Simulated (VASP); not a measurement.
Runs of VASP 6.6.1 on SiC5. The structure is that of space group P6/mmm (No. 191), or close to it. The cells are those of the table. The cell was built from a structure type or drawn by symmetry, and may not be a known phase.

```csv
task,cell,k mesh,cutoff (eV),gap on the mesh (eV),pressure (GPa),relaxed volume (Å³/atom)
relaxation of cell and atoms,"relaxed from a = 3.334, b = 3.334, c = 8.405 Å, angles 90.0, 90.0, 120.0°, 6 atoms",12 × 12 × 6,600,none,0.1,(a)
single point,"a = 3.334, b = 3.334, c = 8.405 Å, angles 90.0, 90.0, 120.0°, 6 atoms",6 × 6 × 4,520,none,0.0,-
single point,"a = 3.311, b = 3.311, c = 8.094 Å, angles 90.0, 90.0, 120.0°, 6 atoms",12 × 12 × 6,520,none,0.0,-
relaxation of cell and atoms,"relaxed from a = 4.959, b = 4.959, c = 4.041 Å, angles 90.0, 90.0, 120.0°, 6 atoms",6 × 6 × 4,600,none,-0.4,9.71
```

Alike in all rows: level PBE; potentials or basis VASP PAW PBE potentials, release 64 (Si, C); no spin polarisation; smearing gaussian 0.1 eV.

Fill in the values left out.

(a) 12.06.

Caveats: some runs use coarse meshes; the volume moved by over 15 % at a fixed basis, so the end points are rough (at least some runs).

A gap of «none» marks levels without a gap at the run's occupations.
